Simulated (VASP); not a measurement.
MoSe, 4 atoms in the cell. The structure is cubic, space group Pm-3m (No. 221). Conventional cell: a = 3.533 Å, b = 3.533 Å, c = 3.533 Å, α = 90.00°, β = 90.00°, γ = 90.00°. Within 4.0 Å of Mo (site symmetry m-3m) lie 8 Se at 3.06 Å and 6 Mo at 3.53 Å. Within 4.0 Å of Se (site symmetry m-3m) lie 8 Mo at 3.06 Å and 6 Se at 3.53 Å. 

- Program: VASP 6.6.1
- Task: single point
- Functional: PBE
- Potentials or basis: VASP PAW PBE potentials, release 64 (Mo_sv, Se)
- Cutoff: 520 eV
- k mesh: 12 × 12 × 6
- Occupations: gaussian, width 0.1 eV
- Spin: collinear spin
- Starting moments: [2.0, -2.0, 0.0, 0.0] μB
- Hubbard terms: Mo d U = 4.38 eV
- Dipole correction: no
- Further INCAR settings: ALGO = Normal; EDIFF = 1e-06; NBANDS = 32

Potentials or basis: VASP PAW PBE potentials, release 64 (Mo_sv, Se).

Run with:

```console
$ cat potpaw_PBE.64/Mo_sv/POTCAR potpaw_PBE.64/Se/POTCAR > POTCAR
$ mpirun -np 1 vasp_std > vasp.out
```

Hardware: 1 thread of Intel Xeon 8259CL (shared host).

Estimate the wall time of this run.

It took 13 min on 1 thread of Intel Xeon 8259CL, on a shared host, peak memory 0.45 GiB. Counts: scf iterations 16, k points 44.
